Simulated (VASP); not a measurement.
Fe, 1 atom in the cell. It takes space group Im-3m (No. 229, cubic). Conventional cell: a = 2.703 Å, b = 2.703 Å, c = 2.703 Å, α = 90.00°, β = 90.00°, γ = 90.00°. Within 3.1 Å of Fe (site symmetry m-3m) lie 14 Fe at 2.34 to 2.70 Å. 

```yaml
Program: VASP 6.6.1
Task: single point
Functional: PBE
Potentials_or_basis: VASP PAW PBE potentials, release 64 (Fe)
Cutoff: 520 eV
k_mesh: 19 × 19 × 19
Occupations: fermi-dirac, width 0.0612256 eV
Spin: no spin polarisation
Dipole_correction: no
Further_INCAR_settings: ALGO = Normal; EDIFF = 1e-07; NBANDS = 10
```

Potentials or basis: VASP PAW PBE potentials, release 64 (Fe).

Run with:

```console
$ cat potpaw_PBE.64/Fe/POTCAR > POTCAR
$ mpirun -np 1 vasp_std > vasp.out
```

Hardware: 1 thread of Intel(R) Xeon(R) Platinum 8259CL CPU @ 2.50GHz (Skylake/Cascade Lake) (shared host).

Question: Estimate the wall time of this run.

Answer: Run time: 22 s on 1 thread of Intel(R) Xeon(R) Platinum 8259CL CPU @ 2.50GHz (Skylake/Cascade Lake), with other jobs on the host, peak memory 0.14 GiB. Counts: scf iterations 14, k points 220.
